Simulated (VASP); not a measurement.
# SiC (P6_3mc) in VASP: notebook, part 2 of 3

VASP 6.6.1. Earlier steps stand in the parts before.

### 3 Single point, PBEsol (in-plane strain +0.01, then relaxed in part)

File INCAR:

```
ALGO     = Normal         # electronic algorithm
EDIFF    = 1E-7           # SCF threshold, eV
ENCUT    = 520            # plane-wave cutoff, eV
GGA      = PS             # functional
ISIF     = 2              # what is computed and relaxed
ISMEAR   = 0              # smearing method
LASPH    = True           # aspherical terms in the spheres
LCHARG   = False          # write CHGCAR
LREAL    = False          # projectors in reciprocal space
LWAVE    = False          # write WAVECAR
NBANDS   = 16             # bands
NELM     = 100            # most SCF steps
PREC     = Accurate       # precision mode
SIGMA    = 0.01           # smearing width, eV
```

File KPOINTS:

```
k-points
0
Gamma
  8 8 6
```

File POSCAR:

```
SiC
1.0
    3.1065296763      0.0000000000      0.0000000000
   -1.5532648382      2.6903336173      0.0000000000
    0.0000000000      0.0000000000      5.0369763036
Si C
2 2
Direct
    0.3333333333      0.6666666667      0.0039286231
    0.6666666667      0.3333333333      0.5039286231
    0.3333333333      0.6666666667      0.3810713769
    0.6666666667      0.3333333333      0.8810713769
```

Potentials or basis: VASP PAW PBE potentials, release 64 (Si, C).

The run is started by

```bash
cat potpaw_PBE.64/Si/POTCAR potpaw_PBE.64/C/POTCAR > POTCAR
mpirun -np 1 vasp_std > vasp.out
```

OUTCAR:

```text
EDIFF = 1E-7
   ENCUT = 520
   GGA = PS
   ISIF = 2
   ISMEAR = 0
   LASPH = True
   LREAL = False
   NELM = 100
   PREC = Accurate

 ion  position               nearest neighbor table
   1  0.333  0.667  0.004-   4 1.90   4 1.90   4 1.90   3 1.90   2 3.09   2 3.09   2 3.09   2 3.09
                             2 3.09   2 3.09
   2  0.667  0.333  0.504-   3 1.90   3 1.90   3 1.90   4 1.90   1 3.09   1 3.09   1 3.09   1 3.09
                             1 3.09   1 3.09
   3  0.333  0.667  0.381-   2 1.90   2 1.90   2 1.90   1 1.90
   4  0.667  0.333  0.881-   1 1.90   1 1.90   1 1.90   2 1.90

  LATTYP: Found a hexagonal cell.
 ALAT       =     3.1065296763
 C/A-ratio  =     1.6214158011

  Lattice vectors:

 A1 = (   3.1065296763,   0.0000000000,   0.0000000000)
 A2 = (  -1.5532648382,   2.6903336173,   0.0000000000)
 A3 = (   0.0000000000,   0.0000000000,   5.0369763036)

Analysis of symmetry for initial positions (statically):
=====================================================================
 Subroutine PRICEL returns:
 Original cell was already a primitive cell.

 Routine SETGRP: Setting up the symmetry group for a
 hexagonal supercell.

 Subroutine GETGRP returns: Found 12 space group operations
 (whereof  6 operations were pure point group operations)
 out of a pool of 24 trial point group operations.

The static configuration has the point symmetry C_3v.
 The point group associated with its full space group is C_6v.

Analysis of symmetry for dynamics (positions and initial velocities):
=====================================================================
 Subroutine PRICEL returns:
 Original cell was already a primitive cell.

 Routine SETGRP: Setting up the symmetry group for a
 hexagonal supercell.

 Subroutine GETGRP returns: Found 12 space group operations
 (whereof  6 operations were pure point group operations)
 out of a pool of 24 trial point group operations.

The dynamic configuration has the point symmetry C_3v.
 The point group associated with its full space group is C_6v.

 Subroutine INISYM returns: Found 12 space group operations
 (whereof  6 operations are pure point group operations),
 and found     1 'primitive' translations

----------------------------------------------------------------------------------------

                                     Primitive cell

  volume of cell :      42.0970

  direct lattice vectors                    reciprocal lattice vectors
     3.106529676  0.000000000  0.000000000     0.321902607  0.185850557  0.000000000
    -1.553264838  2.690333617  0.000000000     0.000000000  0.371701113  0.000000000
     0.000000000  0.000000000  5.036976304     0.000000000  0.000000000  0.198531806

  length of vectors
     3.106529676  3.106529676  5.036976304     0.371701113  0.371701113  0.198531806

  position of ions in fractional coordinates (direct lattice)
     0.333333333  0.666666667  0.003928623
     0.666666667  0.333333333  0.503928623
     0.333333333  0.666666667  0.381071377
     0.666666667  0.333333333  0.881071377

  ion indices of the primitive-cell ions
   primitive index   ion index
                 1           1
                 2           2
                 3           3
                 4           4

----------------------------------------------------------------------------------------

 KPOINTS: k-points

Automatic generation of k-mesh.
 Grid dimensions read from file:
 generate k-points for:    8    8    6

 Generating k-lattice:

  Cartesian coordinates                     Fractional coordinates (reciprocal lattice)
     0.040237826  0.023231320  0.000000000     0.125000000  0.000000000  0.000000000
     0.000000000  0.046462639  0.000000000     0.000000000  0.125000000  0.000000000
     0.000000000  0.000000000  0.033088634     0.000000000  0.000000000  0.166666667

  Length of vectors
     0.046462639  0.046462639  0.033088634

  Shift w.r.t. Gamma in fractional coordinates (k-lattice)
     0.000000000  0.000000000  0.000000000

 Subroutine IBZKPT returns following result:
 ===========================================

 Found     40 irreducible k-points:

 Following reciprocal coordinates:
            Coordinates               Weight
  0.000000  0.000000  0.000000      1.000000
  0.125000  0.000000  0.000000      6.000000
  0.250000  0.000000  0.000000      6.000000
  0.375000  0.000000  0.000000      6.000000
  0.500000  0.000000  0.000000      3.000000
  0.125000  0.125000  0.000000      6.000000
[... 16 lines left out ...]
  0.250000  0.000000  0.333333     12.000000
  0.375000  0.000000  0.333333     12.000000
 [... further k-points ...]
   k-points           NKPTS =     40   k-points in BZ     NKDIM =     40   number of bands    NBANDS=     16
   number of dos      NEDOS =    301   number of ions     NIONS =      4
   total plane-waves  NPLWV =  23040
   dimension x,y,z NGX =    24 NGY =   24 NGZ =   40
   dimension x,y,z NGXF=    48 NGYF=   48 NGZF=   80
   ions per type =               2   2
   NGX,Y,Z   is equivalent  to a cutoff of  12.84, 12.84, 13.20 a.u.
   NGXF,Y,Z  is equivalent  to a cutoff of  25.69, 25.69, 26.40 a.u.
 SYSTEM =  unknown system
   PREC   = accura    normal or accurate (medium, high low for compatibility)
   ISTART =      0    job   : 0-new  1-cont  2-samecut
   ICHARG =      2    charge: 1-file 2-atom 10-const
   ISPIN  =      1    spin polarized calculation?
   LNONCOLLINEAR =      F non collinear calculations
   LSORBIT =      F    spin-orbit coupling
   LASPH  =      T    aspherical Exc in radial PAW
   ENCUT  =  520.0 eV  38.22 Ry    6.18 a.u.   5.78  5.78  9.37*2*pi/ulx,y,z
   NELM   =    100;   NELMIN=  2; NELMDL= -5     # of ELM steps
   EDIFF  = 0.1E-06   stopping-criterion for ELM
   LREAL  =      F    real-space projection
   EDIFFG = 0.1E-05   stopping-criterion for IOM
   NSW    =      0    number of steps for IOM
   IBRION =     -1    ionic relax: 0-MD 1-quasi-New 2-CG
   NFREE  =      0    steps in history (QN), initial steepest desc. (CG)
   ISIF   =      2    stress and relaxation
   ISYM   =      2    0-nonsym 1-usesym 2-fastsym
   POTIM  = 0.5000    time-step for ionic-motion
   TEBEG  =    0.0;   TEEND  =   0.0 temperature during run
   PSTRESS=    0.0 pullay stress
   NELECT =      16.0000    total number of electrons
   NUPDOWN=      -1.0000    fix difference up-down
   EMIN   =  10.00;   EMAX   =-10.00  energy-range for DOS
   EFERMI =   0.00;   METHOD = LEGACY
   ISMEAR =     0;   SIGMA  =   0.01  broadening in eV -4-tet -1-fermi 0-gaus
   EFERMI_NEDOS =   21; number of points for ismear=-14 and -15
   IALGO  =     38    algorithm
   IMIX   =      4    mixing-type and parameters
     AMIX     =   0.40;   BMIX     =  1.00
     AMIX_MAG =   1.60;   BMIX_MAG =  1.00
  volume/ion in A,a.u.               =      10.52        71.02
  Fermi-wavevector in a.u.,A,eV,Ry     =   1.185853  2.240938 19.133167  1.406248
  Thomas-Fermi vector in A             =   2.322038
   LORBIT       =      0    0 simple, 1 ext, 2 COOP (PROOUT), +10 PAW based schemes
   GGA     = PS    functional components
   LHFCALC =     F    Hartree Fock is set to
   AEXX    =    0.0000 exact exchange contribution
   IVDW    =     0    specifies the selected vdW correction
   LEPSILON=     F    determine dielectric tensor
   LRPA    =     F    only Hartree local field effects (RPA)
 non-spin polarized calculation
 Gauss-broadening in eV      SIGMA  =   0.01
  energy-cutoff  :      520.00
  volume of cell :       42.10
 maximum number of plane-waves:      1146
 NGX is ok and might be reduce to    24
   NGX = 11   NGY = 11   NGZ = 19

 number of electron      16.0000001 magnetization

 Free energy of the ion-electron system (eV)
  ---------------------------------------------------
  ext. energy  EPLUGINS =         0.00000000
  ---------------------------------------------------
  free energy    TOTEN  =       -31.80767605 eV

  energy without entropy =      -31.80767605  energy(sigma->0) =      -31.80767605

 E-fermi :   8.0564     XC(G=0): -11.4226

 val. band max:        7.9811191896   @ k =   0.0000   0.0000   0.0000
 cond. band min:      10.4663280963   @ k =   0.3750   0.2500   0.0000
 fundamental gap:      2.4852089067
 Fermi energy:         8.0563537230

 k-point     1 :       0.0000    0.0000    0.0000
  band No.  band energies     occupation
      1      -7.4400      2.00000
      2      -3.8114      2.00000
      3      -0.6116      2.00000
      4       6.6116      2.00000
      5       6.6116      2.00000
      6       7.9808      2.00000
[... 433 lines left out ...]
      3       0.4355      2.00000
      4       1.6997      2.00000
      5       4.0498      2.00000
      6       5.2504      2.00000
[... 8 lines left out ...]
     15      19.5094      0.00000
     16      19.6643      0.00000

 [... further k-points ...]
[... 5 lines left out ...]
  --------------------------------------------------------------------------------------
  -------------------------------------------------------------------------------------
  Total       -1.4200553     -1.4200553      0.1035437      0.0000000     -0.0000000      0.0000000
  in kB      -54.0460905    -54.0460905      3.9407828      0.0000000     -0.0000000      0.0000000
  external PRESSURE =     -34.7171327 kB  Pullay stress =       0.0000000 kB

 VOLUME and BASIS-vectors are now :
 -----------------------------------------------------------------------------
  energy-cutoff  :      520.00
  volume of cell :       42.10
      direct lattice vectors                 reciprocal lattice vectors
     3.106529676  0.000000000  0.000000000     0.321902607  0.185850557  0.000000000
    -1.553264838  2.690333617  0.000000000     0.000000000  0.371701113  0.000000000
     0.000000000  0.000000000  5.036976304     0.000000000  0.000000000  0.198531806

 POSITION                                       TOTAL-FORCE (eV/Angst)
 -----------------------------------------------------------------------------------
     -0.00000      1.79356      0.01979        -0.000000      0.000000     -0.000161
      1.55326      0.89678      2.53828         0.000000     -0.000000     -0.000161
     -0.00000      1.79356      1.91945        -0.000000      0.000000      0.000161
      1.55326      0.89678      4.43794         0.000000     -0.000000      0.000161
 -----------------------------------------------------------------------------------
    total drift:                               -0.000000      0.000000      0.000382

  FREE ENERGIE OF THE ION-ELECTRON SYSTEM (eV)
  ---------------------------------------------------
  free  energy   TOTEN  =       -31.8076760461 eV

  energy  without entropy=      -31.8076760461  energy(sigma->0) =      -31.80767605
```

Run time: 24 s. Hardware: 1 thread of Intel Xeon 8259CL, shared host; peak memory 0.16 GiB.

Results:

```
Free energy            : -31.8077 eV
Pressure               : -3.5 GPa
Band gap on the k mesh : 2.49 eV (least direct gap 3.72 eV)
```

Caveat: the cell differs from its parent crystal (in-plane strain +0.01, then relaxed in part); the stress differs along the axes, from -5 to 0 GPa; the PAW data sets were made with another functional, which shifts forces and pressure a little. A k mesh can miss the band edges.

### 4 Single point, PBEsol (in-plane strain +0.01)

File INCAR:

```
  PREC = Accurate
  ENCUT = 520
  EDIFF = 1E-6
  ISMEAR = 0
  SIGMA = 0.01
  LREAL = False
  LASPH = True
  NELM = 100
  ALGO = Normal
  ISIF = 2
  LWAVE = False
  LCHARG = False
  GGA = PS
  NBANDS = 16
```

File KPOINTS:

```
Automatic mesh
0
Gamma
  8 8 6
```

File POSCAR:

```
SiC
1.0
    3.1065296763      0.0000000000      0.0000000000
   -1.5532648382      2.6903336173      0.0000000000
    0.0000000000      0.0000000000      5.0172461175
Si C
2 2
Direct
    0.3333333333      0.6666666667      0.0045931152
    0.6666666667      0.3333333333      0.5045931152
    0.3333333333      0.6666666667      0.3804068848
    0.6666666667      0.3333333333      0.8804068848
```

Potentials or basis: VASP PAW PBE potentials, release 64 (Si, C).

The run is started by

```bash
cat potpaw_PBE.64/Si/POTCAR potpaw_PBE.64/C/POTCAR > POTCAR
mpirun -np 1 vasp_std > vasp.out
```

OUTCAR:

```text
PREC = Accurate
   ENCUT = 520
   EDIFF = 1E-6
   ISMEAR = 0
   LREAL = False
   LASPH = True
   NELM = 100
   ISIF = 2
   GGA = PS

 ion  position               nearest neighbor table
   1  0.333  0.667  0.005-   3 1.89   4 1.90   4 1.90   4 1.90   2 3.08   2 3.08   2 3.08   2 3.08
                             2 3.08   2 3.08
   2  0.667  0.333  0.505-   4 1.89   3 1.90   3 1.90   3 1.90   1 3.08   1 3.08   1 3.08   1 3.08
                             1 3.08   1 3.08
   3  0.333  0.667  0.380-   1 1.89   2 1.90   2 1.90   2 1.90
   4  0.667  0.333  0.880-   2 1.89   1 1.90   1 1.90   1 1.90

  LATTYP: Found a hexagonal cell.
 ALAT       =     3.1065296763
 C/A-ratio  =     1.6150646027

  Lattice vectors:

 A1 = (   3.1065296763,   0.0000000000,   0.0000000000)
 A2 = (  -1.5532648382,   2.6903336173,   0.0000000000)
 A3 = (   0.0000000000,   0.0000000000,   5.0172461175)

Analysis of symmetry for initial positions (statically):
=====================================================================
 Subroutine PRICEL returns:
 Original cell was already a primitive cell.

 Routine SETGRP: Setting up the symmetry group for a
 hexagonal supercell.

 Subroutine GETGRP returns: Found 12 space group operations
 (whereof  6 operations were pure point group operations)
 out of a pool of 24 trial point group operations.

The static configuration has the point symmetry C_3v.
 The point group associated with its full space group is C_6v.

Analysis of symmetry for dynamics (positions and initial velocities):
=====================================================================
 Subroutine PRICEL returns:
 Original cell was already a primitive cell.

 Routine SETGRP: Setting up the symmetry group for a
 hexagonal supercell.

 Subroutine GETGRP returns: Found 12 space group operations
 (whereof  6 operations were pure point group operations)
[... 121 lines left out ...]
   EFERMI =   0.00;   METHOD = LEGACY
   ISMEAR =     0;   SIGMA  =   0.01  broadening in eV -4-tet -1-fermi 0-gaus
   EFERMI_NEDOS =   21; number of points for ismear=-14 and -15
   IALGO  =     38    algorithm
   IMIX   =      4    mixing-type and parameters
     AMIX     =   0.40;   BMIX     =  1.00
     AMIX_MAG =   1.60;   BMIX_MAG =  1.00
  volume/ion in A,a.u.               =      10.48        70.74
  Fermi-wavevector in a.u.,A,eV,Ry     =   1.187406  2.243871 19.183295  1.409932
  Thomas-Fermi vector in A             =   2.323558
   LORBIT       =      0    0 simple, 1 ext, 2 COOP (PROOUT), +10 PAW based schemes
   GGA     = PS    functional components
   LHFCALC =     F    Hartree Fock is set to
   AEXX    =    0.0000 exact exchange contribution
   IVDW    =     0    specifies the selected vdW correction
   LEPSILON=     F    determine dielectric tensor
   LRPA    =     F    only Hartree local field effects (RPA)
 non-spin polarized calculation
 Gauss-broadening in eV      SIGMA  =   0.01
  energy-cutoff  :      520.00
  volume of cell :       41.93
 maximum number of plane-waves:      1144
 NGX is ok and might be reduce to    24
   NGX = 11   NGY = 11   NGZ = 19

 number of electron      16.0000000 magnetization

 Free energy of the ion-electron system (eV)
  ---------------------------------------------------
  ext. energy  EPLUGINS =         0.00000000
  ---------------------------------------------------
  free energy    TOTEN  =       -31.80469981 eV

  energy without entropy =      -31.80469981  energy(sigma->0) =      -31.80469981

 E-fermi :   8.1179     XC(G=0): -11.4392

 val. band max:        8.0378633319   @ k =   0.0000   0.0000   0.0000
 cond. band min:      10.4855541710   @ k =   0.3750   0.2500   0.0000
 fundamental gap:      2.4476908390
 Fermi energy:         8.1178610763

 k-point     1 :       0.0000    0.0000    0.0000
  band No.  band energies     occupation
      1      -7.4271      2.00000
      2      -3.7421      2.00000
      3      -0.6061      2.00000
      4       6.6412      2.00000
      5       6.6412      2.00000
      6       8.0006      2.00000
[... 433 lines left out ...]
      3       0.4585      2.00000
      4       1.7380      2.00000
      5       4.0901      2.00000
      6       5.2825      2.00000
[... 8 lines left out ...]
     15      19.5769      0.00000
     16      19.7458      0.00000

 [... further k-points ...]
[... 5 lines left out ...]
  --------------------------------------------------------------------------------------
  -------------------------------------------------------------------------------------
  Total       -1.4498503     -1.4498503      0.8485563      0.0000000      0.0000000      0.0000000
  in kB      -55.3970584    -55.3970584     32.4223286      0.0000000      0.0000000      0.0000000
  external PRESSURE =     -26.1239294 kB  Pullay stress =       0.0000000 kB

 VOLUME and BASIS-vectors are now :
 -----------------------------------------------------------------------------
  energy-cutoff  :      520.00
  volume of cell :       41.93
      direct lattice vectors                 reciprocal lattice vectors
     3.106529676  0.000000000  0.000000000     0.321902607  0.185850557  0.000000000
    -1.553264838  2.690333617  0.000000000     0.000000000  0.371701113  0.000000000
     0.000000000  0.000000000  5.017246118     0.000000000  0.000000000  0.199312527

 POSITION                                       TOTAL-FORCE (eV/Angst)
 -----------------------------------------------------------------------------------
     -0.00000      1.79356      0.02304        -0.000000      0.000000     -0.163835
      1.55326      0.89678      2.53167         0.000000      0.000000     -0.163835
     -0.00000      1.79356      1.90859         0.000000     -0.000000      0.163835
      1.55326      0.89678      4.41722        -0.000000      0.000000      0.163835
 -----------------------------------------------------------------------------------
    total drift:                               -0.000000      0.000000      0.000491

  FREE ENERGIE OF THE ION-ELECTRON SYSTEM (eV)
  ---------------------------------------------------
  free  energy   TOTEN  =       -31.8046998100 eV

  energy  without entropy=      -31.8046998100  energy(sigma->0) =      -31.80469981
```

OSZICAR:

```text
N       E                     dE             d eps       ncg     rms          rms(c)
DAV:   1     0.243502731132E+02    0.24350E+02   -0.70460E+03  1280   0.889E+02
DAV:   2    -0.328000327770E+02   -0.57150E+02   -0.51587E+02  1816   0.156E+02
DAV:   3    -0.353269850767E+02   -0.25270E+01   -0.25178E+01  1712   0.306E+01
DAV:   4    -0.353455311441E+02   -0.18546E-01   -0.18544E-01  1544   0.321E+00
DAV:   5    -0.353457129222E+02   -0.18178E-03   -0.18178E-03  1680   0.301E-01    0.122E+01
DAV:   6    -0.319318760761E+02    0.34138E+01   -0.59255E+00  1624   0.149E+01    0.558E+00
DAV:   7    -0.318367173551E+02    0.95159E-01   -0.10303E+00  1800   0.586E+00    0.239E+00
DAV:   8    -0.318080763404E+02    0.28641E-01   -0.53657E-02  1480   0.141E+00    0.577E-01
DAV:   9    -0.318045366283E+02    0.35397E-02   -0.70399E-03  1680   0.560E-01    0.113E-01
DAV:  10    -0.318046927387E+02   -0.15611E-03   -0.71988E-04  1480   0.158E-01    0.528E-02
DAV:  11    -0.318046995129E+02   -0.67742E-05   -0.39835E-05  1624   0.459E-02    0.114E-02
DAV:  12    -0.318046998100E+02   -0.29711E-06   -0.36488E-06  1592   0.121E-02
   1 F= -.31804700E+02 E0= -.31804700E+02  d E =-.472804E-32
```

Run time: 28 s. Hardware: 1 thread of Intel Xeon 8259CL, shared host; peak memory 0.16 GiB.

What came out:

```yaml
Free_energy: -31.8047 eV
Pressure: -2.6 GPa
Largest_force: 0.164 eV/Å
Band_gap_on_the_k_mesh: 2.45 eV (least direct gap 3.68 eV)
```

Forces in eV/Å, atoms in the order of the input:
```
Si   0.000  0.000 -0.164
Si   0.000  0.000 -0.164
C    0.000  0.000  0.164
C    0.000  0.000  0.164
```

Stress tensor (GPa, compression positive):
```
-5.54  0.00  0.00
 0.00 -5.54  0.00
 0.00  0.00  3.24
```

Levels at points of the mesh, in eV from the valence-band top:
| k point | band 4 | band 5 | band 6 | band 7 | band 8 | band 9 | band 10 | band 11 | band 12 | band 13 |
| --- | --- | --- | --- | --- | --- | --- | --- | --- | --- | --- |
| (0.00, 0.00, 0.00) | -1.40 | -1.40 | -0.04 | 0.00 | 0.00 | 4.39 | 6.21 | 6.40 | 6.40 | 7.68 |
| (0.50, 0.00, 0.00) | -6.17 | -5.44 | -3.38 | -3.30 | -1.15 | 2.53 | 4.22 | 6.69 | 6.94 | 10.17 |
| (0.00, 0.00, 0.50) | -4.30 | -0.76 | -0.76 | -0.76 | -0.76 | 5.54 | 5.54 | 7.10 | 7.10 | 7.10 |
| (0.50, 0.00, 0.50) | -8.24 | -2.47 | -2.47 | -2.25 | -2.25 | 3.19 | 3.19 | 5.19 | 5.19 | 10.25 |

Caveat: the cell differs from its parent crystal (in-plane strain +0.01); the stress differs along the axes, from -6 to 3 GPa; the PAW data sets were made with another functional, which shifts forces and pressure a little.

[end of part 2 of 3]
